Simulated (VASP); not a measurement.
A run of VASP 6.6.1 is set up as follows.

Contents of POSCAR:

```
Pt
1.0
   -1.6079833000      1.6079833000      1.6079833000
    1.6079833000     -1.6079833000      1.6079833000
    1.6079833000      1.6079833000     -1.6079833000
Pt
1
Direct
    0.0000000000      0.0000000000      0.0000000000
```

INCAR.step1

```
SYSTEM = Pt
ALGO     = Normal         ! electronic algorithm
EDIFF    = 1E-4           ! SCF threshold, eV
ENCUT    = 520            ! plane-wave cutoff, eV
GGA      = PE             ! functional
ISMEAR   = 0              ! smearing method
LASPH    = .TRUE.         ! aspherical terms in the spheres
LCHARG   = .FALSE.        ! write CHGCAR
LREAL    = .FALSE.        ! projectors in reciprocal space
LWAVE    = .TRUE.         ! write WAVECAR
NBANDS   = 11             ! bands
NELM     = 100            ! most SCF steps
PREC     = Accurate       ! precision mode
SIGMA    = 0.15           ! smearing width, eV
```

INCAR.step2

```
SYSTEM = Pt
ALGO     = Normal         ! electronic algorithm
EDIFF    = 1E-6           ! SCF threshold, eV
ENCUT    = 520            ! plane-wave cutoff, eV
ISIF     = 2              ! what is computed and relaxed
ISMEAR   = 0              ! smearing method
ISTART   = 1            
LASPH    = .TRUE.         ! aspherical terms in the spheres
LCHARG   = .FALSE.        ! write CHGCAR
LMIXTAU  = .TRUE.       
LREAL    = .FALSE.        ! projectors in reciprocal space
LWAVE    = .FALSE.        ! write WAVECAR
METAGGA  = R2SCAN         ! meta-GGA
NBANDS   = 11             ! bands
NELM     = 100            ! most SCF steps
PREC     = Accurate       ! precision mode
SIGMA    = 0.15           ! smearing width, eV
```

KPOINTS

```
k-points
0
G
  22 22 22
  0 0 0
```

Potentials or basis: VASP PAW PBE potentials, release 64 (Pt).

The run is started by

```sh
$ cat potpaw_PBE.64/Pt/POTCAR > POTCAR
$ cp INCAR.step1 INCAR
$ mpirun -np 1 vasp_std > vasp.out
$ cp INCAR.step2 INCAR
$ mpirun -np 1 vasp_std > vasp.out
```

Predict the pressure.

-14.9 GPa.

Predict the band gap on the k mesh.

zero (bands 5 and 6 overlap by 2.14 eV).

Caveat: the cell differs from its parent crystal (strain +0.015 along x and y, +0.015 along z); the cell stands under tension; the PAW data sets were made with another functional, which shifts forces and pressure a little; spin-orbit coupling is left out, which moves the levels of the heavy elements.
